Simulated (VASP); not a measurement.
O2, 2 atoms in the cell. The cell holds a molecule in a box, 2 atoms: a = 10.000 Å, b = 10.500 Å, c = 11.000 Å, α = 90.00°, β = 90.00°, γ = 90.00°. 

```yaml
Program: VASP 6.6.1
Task: single point
Functional: PBEsol
Potentials_or_basis: VASP PAW PBE potentials, release 64 (O)
Cutoff: 520 eV
k_mesh: 1 × 1 × 1
Occupations: gaussian, width 0.01 eV
Spin: collinear spin, ferromagnetic start
Starting_moments: "[1.0, 1.0] μB"
Dipole_correction: no
Further_INCAR_settings: ALGO = Normal; EDIFF = 1e-06; NBANDS = 17
```

Potentials or basis: VASP PAW PBE potentials, release 64 (O).

Command:

```bash
$ cat potpaw_PBE.64/O/POTCAR > POTCAR
$ mpirun -np 1 vasp_gam > vasp.out
```

Hardware: 1 thread of AMD EPYC 9R45 96-Core Processor (Zen 5), with other jobs on the host.

Task: How long does it take, and how much memory?

Result: It took 86 s on 1 thread of AMD EPYC 9R45 96-Core Processor (Zen 5) (shared host), peak memory 1.2 GiB. Counts: scf iterations 23, k points 1.
